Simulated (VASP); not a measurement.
B, 7 atoms in the cell. Symmetry: P-3m1, No. 164, trigonal system. Conventional cell: a = 2.474 Å, b = 2.474 Å, c = 9.665 Å, α = 90.00°, β = 90.00°, γ = 120.00°. Within 2.6 Å of B (site symmetry 3m) lie 12 B at 1.99 to 2.47 Å. Within 2.6 Å of B (site symmetry 3m) lie 12 B at 1.99 to 2.47 Å. B (site symmetry 3m) has 12 B at 1.99 to 2.47 Å within 2.6 Å. B (site symmetry -3m) has 12 B at 1.99 to 2.47 Å within 2.6 Å. The cell was built from a structure type or drawn by symmetry, and may not be a known phase.

| Item | Value |
| --- | --- |
| Program | VASP 6.6.1 |
| Task | relaxation of cell and atoms |
| Functional | PBE |
| Potentials or basis | VASP PAW PBE potentials, release 64 (B) |
| Cutoff | 600 eV |
| k mesh | 6 × 6 × 2 |
| Occupations | gaussian, width 0.1 eV |
| Spin | no spin polarisation |
| Dipole correction | no |
| Further INCAR settings | ALGO = Normal; EDIFF = 1e-06; IBRION = 2; EDIFFG = -0.04; NSW = 90; ISIF = 3 |

Potentials or basis: VASP PAW PBE potentials, release 64 (B).

The run is started by

```bash
$ cat potpaw_PBE.64/B/POTCAR > POTCAR
$ mpirun -np 1 vasp_std > vasp.out
```

Hardware: 1 thread of Intel(R) Xeon(R) 6975P-C (Granite Rapids), with other jobs on the host.

Problem. How long does it take, and how much memory?

Solution. Wall time 32 s on 1 thread of Intel(R) Xeon(R) 6975P-C (Granite Rapids), on a shared host, peak memory 0.17 GiB. Counts: scf iterations 52, k points 14, ion steps 8.
